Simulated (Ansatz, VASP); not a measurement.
Two plane-wave programs on Co

```
CELL_PARAMETERS angstrom
3.95506 0.00000 0.00000
-1.97753 3.42518 0.00000
0.00000 0.00000 2.42247
ATOMIC_POSITIONS crystal
Co 0.00000 0.00000 0.00000
Co 0.33333 0.66667 0.50000
Co 0.66667 0.33333 0.50000
```

Alike in both runs: task single point; functional PBEsol; k mesh 11 × 11 × 15; occupations fermi-dirac, width 0.1 eV; no spin polarisation.

|  | VASP | Ansatz |
| --- | --- | --- |
| version | VASP 6.6.1 | Ansatz 0.2.0 |
| potentials or method | VASP PAW PBE potentials, release 64 (Co), cutoff 520 eV | plane waves (420 eV) with PAW, scalar-relativistic |
| valence electrons in the cell | 27 | 51 |

Ansatz gave:

- pressure (GPa): -17.4
- traceless stress, the component that is largest in VASP (GPa): 0.97

Problem. Estimate VASP's values.

Solution. Pressure (GPa): -17.8; traceless stress, the component that is largest in VASP (GPa): 0.90.

VASP's potentials were made for PBE, not for PBEsol, and Ansatz warns of the same on its side. VASP's potentials hold 27 valence electrons a cell and Ansatz's 51, so a difference there can come from the potentials and not from the codes.
